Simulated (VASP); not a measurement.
# Ru2Rh (P6_3/mmc) in VASP: notebook

Runs on Ru2Rh. Level: PBE. Tasks: single point.

Program: VASP 6.6.1. These are calculated values, not measurements. Logs are shortened: lines on timing, memory, paths and dates and some standing lists are left out, and cuts for length are marked.

## Step 1: The cell of the first run

It takes space group P6_3/mmc (No. 194, hexagonal). Conventional cell: a = 2.724 Å, b = 2.724 Å, c = 12.944 Å, α = 90.00°, β = 90.00°, γ = 120.00°. Ru (site symmetry 3m) has 9 Ru at 2.61 to 2.72 Å and 3 Rh at 2.70 Å within 3.4 Å. Rh (site symmetry -6m2) has 6 Ru at 2.70 Å and 6 Rh at 2.72 Å within 3.6 Å.

## Step 2: Single point, PBE

INCAR

```
PREC = Accurate
ENCUT = 520
EDIFF = 1E-6
ISMEAR = 0
SIGMA = 0.2
LREAL = False
LASPH = True
NELM = 60
ALGO = Fast
ISIF = 2
LWAVE = False
LCHARG = True
GGA = PE
LELF = True
LVHAR = True
NBANDS = 98
```

KPOINTS

```
Automatic mesh
0
Gamma
  8 6 2
```

POSCAR

```
Ru2Rh
1.0
    2.7241359042      0.0000000289      0.0000000000
   -0.0000000500      4.7183417928      0.0000000000
    0.0000000000      0.0000000000     12.9442816000
Ru Rh
8 4
Direct
    1.0000000000      0.3333333333      0.5806400000
    0.5000000000      0.8333333333      0.5806400000
    0.5000000000      0.1666666667      0.0806400000
    0.0000000000      0.6666666667      0.0806400000
    1.0000000000      0.3333333333      0.9193600000
    0.5000000000      0.8333333333      0.9193600000
    0.5000000000      0.1666666667      0.4193600000
    0.0000000000      0.6666666667      0.4193600000
    1.0000000000      0.3333333333      0.2500000000
    0.5000000000      0.8333333333      0.2500000000
    0.5000000000      0.1666666667      0.7500000000
    0.0000000000      0.6666666667      0.7500000000
```

Potentials or basis: VASP PAW PBE potentials, release 64 (Ru_pv, Rh_pv).

Run with:

```bash
$ cat potpaw_PBE.64/Ru_pv/POTCAR potpaw_PBE.64/Rh_pv/POTCAR > POTCAR
$ mpirun -np 1 vasp_std > vasp.out
```

OUTCAR:

```text
PREC = Accurate
   ENCUT = 520
   EDIFF = 1E-6
   ISMEAR = 0
   LREAL = False
   LASPH = True
   NELM = 60
   ISIF = 2
   GGA = PE

 ion  position               nearest neighbor table
   1  0.000  0.333  0.581-   7 2.61   7 2.61   8 2.61  11 2.70  11 2.70  12 2.70   2 2.72   2 2.72
                             2 2.72   2 2.72
   2  0.500  0.833  0.581-   8 2.61   8 2.61   7 2.61  12 2.70  12 2.70  11 2.70   1 2.72   1 2.72
                             1 2.72   1 2.72
   3  0.500  0.167  0.081-   5 2.61   5 2.61   6 2.61   9 2.70   9 2.70  10 2.70   4 2.72   4 2.72
                             4 2.72   4 2.72
   4  0.000  0.667  0.081-   6 2.61   6 2.61   5 2.61  10 2.70  10 2.70   9 2.70   3 2.72   3 2.72
                             3 2.72   3 2.72
   5  0.000  0.333  0.919-   3 2.61   3 2.61   4 2.61  11 2.70  11 2.70  12 2.70   6 2.72   6 2.72
                             6 2.72   6 2.72
   6  0.500  0.833  0.919-   4 2.61   4 2.61   3 2.61  12 2.70  12 2.70  11 2.70   5 2.72   5 2.72
                             5 2.72   5 2.72
   7  0.500  0.167  0.419-   1 2.61   1 2.61   2 2.61   9 2.70   9 2.70  10 2.70   8 2.72   8 2.72
                             8 2.72   8 2.72
   8  0.000  0.667  0.419-   2 2.61   2 2.61   1 2.61  10 2.70  10 2.70   9 2.70   7 2.72   7 2.72
                             7 2.72   7 2.72
   9  0.000  0.333  0.250-   3 2.70   7 2.70   3 2.70   7 2.70   4 2.70   8 2.70  10 2.72  10 2.72
                            10 2.72  10 2.72
  10  0.500  0.833  0.250-   4 2.70   8 2.70   4 2.70   8 2.70   7 2.70   3 2.70   9 2.72   9 2.72
                             9 2.72   9 2.72
  11  0.500  0.167  0.750-   1 2.70   5 2.70   1 2.70   5 2.70   2 2.70   6 2.70  12 2.72  12 2.72
                            12 2.72  12 2.72
  12  0.000  0.667  0.750-   2 2.70   6 2.70   2 2.70   6 2.70   5 2.70   1 2.70  11 2.72  11 2.72
                            11 2.72  11 2.72

  LATTYP: Found a simple orthorhombic cell.
 ALAT       =     2.7241359042
 B/A-ratio  =     1.7320508076
 C/A-ratio  =     4.7517018443

  Lattice vectors:

 A1 = (   2.7241359042,   0.0000000289,   0.0000000000)
 A2 = (  -0.0000000500,   4.7183417928,   0.0000000000)
 A3 = (   0.0000000000,   0.0000000000,  12.9442816000)

Analysis of symmetry for initial positions (statically):
=====================================================================
 Subroutine PRICEL returns following result:

  LATTYP: Found a hexagonal cell.
 ALAT       =     2.7241359042
 C/A-ratio  =     4.7517018443

[... 161 lines left out ...]
   NELECT =     172.0000    total number of electrons
   NUPDOWN=      -1.0000    fix difference up-down
   EMIN   =  10.00;   EMAX   =-10.00  energy-range for DOS
   EFERMI =   0.00;   METHOD = LEGACY
   ISMEAR =     0;   SIGMA  =   0.20  broadening in eV -4-tet -1-fermi 0-gaus
   EFERMI_NEDOS =   21; number of points for ismear=-14 and -15
   IALGO  =     68    algorithm
   IMIX   =      4    mixing-type and parameters
     AMIX     =   0.40;   BMIX     =  1.00
     AMIX_MAG =   1.60;   BMIX_MAG =  1.00
  volume/ion in A,a.u.               =      13.86        93.56
  Fermi-wavevector in a.u.,A,eV,Ry     =   1.655334  3.128127 37.281736  2.740130
  Thomas-Fermi vector in A             =   2.743448
   LORBIT       =      0    0 simple, 1 ext, 2 COOP (PROOUT), +10 PAW based schemes
   GGA     = PE    functional components
   LHFCALC =     F    Hartree Fock is set to
   AEXX    =    0.0000 exact exchange contribution
   IVDW    =     0    specifies the selected vdW correction
   LEPSILON=     F    determine dielectric tensor
   LRPA    =     F    only Hartree local field effects (RPA)
 non-spin polarized calculation
 RMM-DIIS sequential band-by-band and
 Gauss-broadening in eV      SIGMA  =   0.20
  energy-cutoff  :      520.00
  volume of cell :      166.38
 maximum number of plane-waves:      4520
   NGX = 11   NGY = 17   NGZ = 49

 number of electron     172.0000001 magnetization

 Free energy of the ion-electron system (eV)
  ---------------------------------------------------
  ext. energy  EPLUGINS =         0.00000000
  ---------------------------------------------------
  free energy    TOTEN  =      -103.07646078 eV

  energy without entropy =     -102.83544128  energy(sigma->0) =     -102.95595103

 E-fermi :  12.3397     XC(G=0): -13.9841

 val. band max:       12.3148263212   @ k =   0.1250   0.3333   0.0000
 cond. band min:      12.3530501848   @ k =   0.1250   0.1667   0.5000
 fundamental gap:      0.0382238636
 Fermi energy:        12.3396685485

 k-point     1 :       0.0000    0.0000    0.0000
  band No.  band energies     occupation
      1     -34.6857      2.00000
      2     -34.6852      2.00000
      3     -34.5738      2.00000
      4     -34.5711      2.00000
      5     -34.4936      2.00000
      6     -34.4929      2.00000
[... 2413 lines left out ...]
     97      13.8493      0.00000
     98      13.8520      0.00000

 [... further k-points ...]

------------------------ aborting loop because EDIFF is reached ----------------------------------------

  FORCE on cell =-STRESS in cart. coord.  units (eV):
  Direction    XX          YY          ZZ          XY          YZ          ZX
  --------------------------------------------------------------------------------------
  -------------------------------------------------------------------------------------
  Total        0.0317968      0.0672377     -0.0556701     -0.0000000      0.0000000      0.0000000
  in kB        0.3061944      0.6474812     -0.5360885     -0.0000000      0.0000000      0.0000000
  external PRESSURE =       0.1391957 kB  Pullay stress =       0.0000000 kB

 VOLUME and BASIS-vectors are now :
 -----------------------------------------------------------------------------
  energy-cutoff  :      520.00
  volume of cell :      166.38
      direct lattice vectors                 reciprocal lattice vectors
     2.724135904  0.000000029  0.000000000     0.367088881  0.000000004  0.000000000
    -0.000000050  4.718341793  0.000000000    -0.000000002  0.211938864  0.000000000
     0.000000000  0.000000000 12.944281600     0.000000000  0.000000000  0.077254191

 POSITION                                       TOTAL-FORCE (eV/Angst)
 -----------------------------------------------------------------------------------
     -0.00000      1.57278      7.51597         0.000000     -0.013443      0.003072
      1.36207      3.93195      7.51597         0.000000     -0.013443      0.003072
      1.36207      0.78639      1.04383        -0.000000      0.013443      0.003072
     -0.00000      3.14556      1.04383        -0.000000      0.013443      0.003072
     -0.00000      1.57278     11.90045         0.000000     -0.013443     -0.003072
      1.36207      3.93195     11.90045         0.000000     -0.013443     -0.003072
      1.36207      0.78639      5.42831        -0.000000      0.013443     -0.003072
     -0.00000      3.14556      5.42831        -0.000000      0.013443     -0.003072
     -0.00000      1.57278      3.23607         0.000000     -0.012628      0.000000
      1.36207      3.93195      3.23607         0.000000     -0.012628      0.000000
      1.36207      0.78639      9.70821        -0.000000      0.012628      0.000000
     -0.00000      3.14556      9.70821        -0.000000      0.012628      0.000000
 -----------------------------------------------------------------------------------
    total drift:                                0.000000      0.000000     -0.000000

  FREE ENERGIE OF THE ION-ELECTRON SYSTEM (eV)
  ---------------------------------------------------
  free  energy   TOTEN  =      -103.0764607809 eV

  energy  without entropy=     -102.8354412788  energy(sigma->0) =     -102.95595103
```

OSZICAR:

```text
N       E                     dE             d eps       ncg     rms          rms(c)
DAV:   1     0.238501070645E+04    0.23850E+04   -0.10446E+05  8088   0.199E+03
DAV:   2     0.127586480488E+02   -0.23723E+04   -0.23225E+04  8120   0.634E+02
DAV:   3    -0.104206166770E+03   -0.11696E+03   -0.11019E+03 10252   0.132E+02
[... 15 lines left out ...]
RMM:  19    -0.103076452966E+03   -0.61140E-05   -0.61653E-05  5786   0.356E-03    0.934E-03
RMM:  20    -0.103076456542E+03   -0.35752E-05   -0.33771E-05  5531   0.401E-03    0.222E-03
RMM:  21    -0.103076458650E+03   -0.21079E-05   -0.22459E-05  5268   0.205E-03    0.181E-03
RMM:  22    -0.103076459969E+03   -0.13198E-05   -0.12849E-05  3082   0.119E-03    0.142E-03
RMM:  23    -0.103076460781E+03   -0.81148E-06   -0.88861E-06  2427   0.959E-04
   1 F= -.10307646E+03 E0= -.10295595E+03  d E =-.241020E+00
```

stdout:

```text
POSCAR found type information on POSCAR RuRh
 POSCAR found :  2 types and      12 ions
 scaLAPACK will be used
 LDA part: xc-table for (Slater+PW92), standard interpolation
 POSCAR, INCAR and KPOINTS ok, starting setup
 FFT: planning ... GRIDC
 FFT: planning ... GRID_SOFT
 FFT: planning ... GRID
 WAVECAR not read
 entering main loop
```

It took 11 min on 1 thread of Intel Xeon Platinum 8488C (Sapphire Rapids), shared host; peak memory 0.54 GiB.

What came out:

```
Free energy            : -103.0765 eV
Pressure               : 0.0 GPa
Largest force          : 0.014 eV/Å
Band gap on the k mesh : zero (bands 86 and 87 overlap by 2.14 eV)
```

Forces in eV/Å, atoms in the order of the input:
```
Ru   0.000 -0.013  0.003
Ru   0.000 -0.013  0.003
Ru   0.000  0.013  0.003
Ru   0.000  0.013  0.003
Ru   0.000 -0.013 -0.003
Ru   0.000 -0.013 -0.003
Ru   0.000  0.013 -0.003
Ru   0.000  0.013 -0.003
Rh   0.000 -0.013  0.000
Rh   0.000 -0.013  0.000
Rh   0.000  0.013  0.000
Rh   0.000  0.013  0.000
```

## Step 3: Single point, PBE

This run uses another cell than the first one: it holds 6 atoms, not 12.

INCAR

```
SYSTEM = Ru2Rh
ALGO     = Fast           ! electronic algorithm
EDIFF    = 1E-7           ! SCF threshold, eV
ENCUT    = 520            ! plane-wave cutoff, eV
GGA      = PE             ! functional
ISIF     = 2              ! what is computed and relaxed
ISMEAR   = 0              ! smearing method
LASPH    = .TRUE.         ! aspherical terms in the spheres
LCHARG   = .FALSE.        ! write CHGCAR
LREAL    = .FALSE.        ! projectors in reciprocal space
LWAVE    = .FALSE.        ! write WAVECAR
NBANDS   = 52             ! bands
NELM     = 100            ! most SCF steps
PREC     = Accurate       ! precision mode
SIGMA    = 0.1            ! smearing width, eV
```

KPOINTS

```
k-points
0
G
  18 18 4
  0 0 0
```

POSCAR

```
Ru2Rh
1.0
    2.7241359042      0.0000000289      0.0000000000
   -1.3620679771      2.3591708819      0.0000000000
    0.0000000000      0.0000000000     12.9442816000
Ru Rh
4 2
Direct
    0.3333333333      0.6666666667      0.5806400000
    0.6666666667      0.3333333333      0.0806400000
    0.3333333333      0.6666666667      0.9193600000
    0.6666666667      0.3333333333      0.4193600000
    0.3333333333      0.6666666667      0.2500000000
    0.6666666667      0.3333333333      0.7500000000
```

Potentials or basis: VASP PAW PBE potentials, release 64 (Ru_pv, Rh_pv).

Run with:

```bash
$ cat potpaw_PBE.64/Ru_pv/POTCAR potpaw_PBE.64/Rh_pv/POTCAR > POTCAR
$ mpirun -np 1 vasp_std > vasp.out
```

OUTCAR:

```text
SYSTEM = Ru2Rh
   EDIFF = 1E-7
   ENCUT = 520
   GGA = PE
   ISIF = 2
   ISMEAR = 0
   LASPH = .TRUE.
   LREAL = .FALSE.
   NELM = 100
   PREC = Accurate

 ion  position               nearest neighbor table
   1  0.333  0.667  0.581-   4 2.61   4 2.61   4 2.61   6 2.70   6 2.70   6 2.70
   2  0.667  0.333  0.081-   3 2.61   3 2.61   3 2.61   5 2.70   5 2.70   5 2.70
   3  0.333  0.667  0.919-   2 2.61   2 2.61   2 2.61   6 2.70   6 2.70   6 2.70
   4  0.667  0.333  0.419-   1 2.61   1 2.61   1 2.61   5 2.70   5 2.70   5 2.70
   5  0.333  0.667  0.250-   2 2.70   4 2.70   2 2.70   4 2.70   2 2.70   4 2.70
[... 1531 lines left out ...]
  -------------------------------------------------------------------------------------
  Total       -0.0278741     -0.0278741     -0.0042952     -0.0000000      0.0000000     -0.0000000
  in kB       -0.5368405     -0.5368405     -0.0827231     -0.0000000      0.0000000     -0.0000000
  external PRESSURE =      -0.3854680 kB  Pullay stress =       0.0000000 kB

 VOLUME and BASIS-vectors are now :
 -----------------------------------------------------------------------------
  energy-cutoff  :      520.00
  volume of cell :       83.19
      direct lattice vectors                 reciprocal lattice vectors
     2.724135904  0.000000029  0.000000000     0.367088878  0.211938868  0.000000000
    -1.362067977  2.359170882  0.000000000    -0.000000004  0.423877728  0.000000000
     0.000000000  0.000000000 12.944281600     0.000000000  0.000000000  0.077254191

 POSITION                                       TOTAL-FORCE (eV/Angst)
 -----------------------------------------------------------------------------------
     -0.00000      1.57278      7.51597         0.000000     -0.000000      0.006087
      1.36207      0.78639      1.04383        -0.000000      0.000000      0.006087
     -0.00000      1.57278     11.90045         0.000000     -0.000000     -0.006087
      1.36207      0.78639      5.42831        -0.000000      0.000000     -0.006087
     -0.00000      1.57278      3.23607         0.000000      0.000000      0.000000
      1.36207      0.78639      9.70821        -0.000000      0.000000      0.000000
 -----------------------------------------------------------------------------------
    total drift:                                0.000000     -0.000000      0.000000

  FREE ENERGIE OF THE ION-ELECTRON SYSTEM (eV)
  ---------------------------------------------------
  free  energy   TOTEN  =       -51.4689849921 eV

  energy  without entropy=      -51.4367733112  energy(sigma->0) =      -51.45287915
```

Run time: 14 min. Hardware: 1 thread of Intel Xeon Platinum 8259CL at 2.50GHz (Skylake/Cascade Lake), shared host; peak memory 0.45 GiB.

Results:

```yaml
Free_energy: -51.4690 eV
Pressure: 0.0 GPa
Largest_force: 0.006 eV/Å
Band_gap_on_the_k_mesh: zero (bands 43 and 44 overlap by 2.67 eV)
```

Forces on the atoms (eV/Å):
```
Ru   0.000  0.000  0.006
Ru   0.000  0.000  0.006
Ru   0.000  0.000 -0.006
Ru   0.000  0.000 -0.006
Rh   0.000  0.000  0.000
Rh   0.000  0.000  0.000
```

Levels at points of the mesh, in eV from the Fermi level:
| k point | band 38 | band 39 | band 40 | band 41 | band 42 | band 43 | band 44 | band 45 | band 46 | band 47 |
| --- | --- | --- | --- | --- | --- | --- | --- | --- | --- | --- |
| (0.00, 0.00, 0.00) | -2.16 | -2.16 | -1.75 | -1.74 | -1.74 | -1.51 | -0.83 | -0.83 | -0.47 | -0.47 |
| (0.50, 0.00, 0.00) | -0.61 | 0.12 | 0.46 | 0.60 | 1.12 | 1.20 | 1.35 | 1.37 | 1.38 | 1.61 |
| (0.00, 0.00, 0.50) | -2.31 | -2.31 | -2.31 | -1.38 | -1.38 | -1.38 | -1.38 | 0.03 | 0.03 | 0.03 |
| (0.50, 0.00, 0.50) | -0.45 | 0.09 | 0.09 | 0.43 | 0.43 | 0.97 | 0.97 | 1.37 | 1.37 | 1.61 |
